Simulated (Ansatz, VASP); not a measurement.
## One calculation of CdS, two programs

```
Cd S
1.0
     0.05577    2.92459    2.92459
     2.92459    0.05577    2.92459
     2.92459    2.92459    0.05577
Cd S
1 1
Cartesian
  0.0128 0.0128 0.0128
  1.4635 1.4635 1.4635
```

Alike in both runs: task single point; functional PBEsol; k mesh 9 × 9 × 9; no spin polarisation.

|  | VASP | Ansatz |
| --- | --- | --- |
| version | VASP 6.6.1 | Ansatz 0.2.0 |
| potentials or method | VASP PAW PBE potentials, release 64 (Cd, S), cutoff 500 eV | scalar-relativistic, all-electron LAPW |
| occupations | gaussian, width 0.01 eV | fixed |

|  | VASP | Ansatz | Ansatz less VASP |
| --- | --- | --- | --- |
| gap on the k mesh at the Fermi level (eV) | 1.00 | 1.00 | -0.005 |
| least direct gap on the mesh (eV) | 1.00 | 1.00 | -0.005 |

VASP's potentials were made for PBE, not for PBEsol. Ansatz ran all-electron here, and VASP with PAW potentials.
